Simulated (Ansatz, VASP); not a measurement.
## Zn: VASP beside Ansatz

INCAR

```
  ALGO = Normal
  EDIFF = 1E-6
  ENCUT = 520
  GGA = RP
  ISIF = 2
  ISMEAR = -1
  LASPH = T
  LCHARG = F
  LREAL = F
  LWAVE = F
  NBANDS = 12
  NELM = 60
  PREC = Accurate
  SIGMA = 0.1
```

Contents of KPOINTS:

```
k-points
0
Gamma
  15 15 15
```

Contents of POSCAR:

```
Zn
1.0
    0.0000000000      1.9953687523      1.9953687523
    1.9953687523      0.0000000000      1.9953687523
    1.9953687523      1.9953687523      0.0000000000
Zn
1
Direct
    0.0000000000      0.0000000000      0.0000000000
```

Input for Ansatz:

```yaml
crystal:
  lattice:
    - [0.0, 1.9953687523, 1.9953687523]
    - [1.9953687523, 0.0, 1.9953687523]
    - [1.9953687523, 1.9953687523, 0.0]
  atoms:
    - { symbol: Zn, position: [0.0, 0.0, 0.0] }
hamiltonian:
  xc: rpbe
  pseudopotentials:
    kind: paw
    azcp:
      Zn: "pseudopotentials/Zn.paw.azcp"
basis:
  ecutwfc: 420
  fft_grid_basis: typed
kpoints:
  mp_grid: { grid: [15, 15, 15], shift: [0, 0, 0] }
magnetization:
  spin_polarized: false
scf:
  occupations: { method: fermi_dirac, width: 0.1 }
  lower_state_search: "off"
output:
  stress: true
  write_density: true
  write_potential: true
  elf: true
  volumetric_format: npy
```

Alike in both runs: task single point; functional RPBE; k mesh 15 × 15 × 15; occupations fermi-dirac, width 0.1 eV; no spin polarisation.

```csv
,VASP,Ansatz
version,VASP 6.6.1,Ansatz 0.2.0
potentials or method,"VASP PAW PBE potentials, release 64 (Zn), cutoff 520 eV","plane waves (420 eV) with PAW, scalar-relativistic"
valence electrons in the cell,12,12
```

Ansatz gave:

- pressure (GPa): -0.1

Task: Which values does VASP return?

Result: Pressure (GPa): 0.1.

VASP's potentials were made for PBE, not for RPBE.
